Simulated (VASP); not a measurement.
Runs of VASP 6.6.1 on Na. The structure is that of space group Fd-3m (No. 227), or close to it. The cells are those of the table. 

```tsv
task	cell	cutoff (eV)	gap on the mesh (eV)	pressure (GPa)
single point	a = 3.747 Å, angles 60.0°, 2 atoms	520	none	(a)
relaxation of cell and atoms	relaxed to 20 GPa from a = 5.247 Å, angles 60.0°, 2 atoms	600	none	20.0
relaxation of cell and atoms	relaxed to 30 GPa from a = 5.247 Å, angles 60.0°, 2 atoms	600	none	30.0
single point	a = 5.294 Å, angles 60.0°, 2 atoms	520	none	0.0
single point	a = 4.056 Å, angles 60.0°, 2 atoms	520	none	10.0
```

Alike in all rows: level PBEsol; potentials or basis VASP PAW PBE potentials, release 64 (Na_pv); no spin polarisation; k mesh 11 × 11 × 11; smearing fermi-dirac 0.05 eV.

Problem. Estimate the missing entries.

Solution. (a) 20.1.

Caveats: the PAW data sets were made with another functional, which shifts forces and pressure a little; the cell is relaxed towards a set pressure, so the enthalpy falls and the energy may rise (some runs).

A gap of «none» marks levels without a gap at the run's occupations.
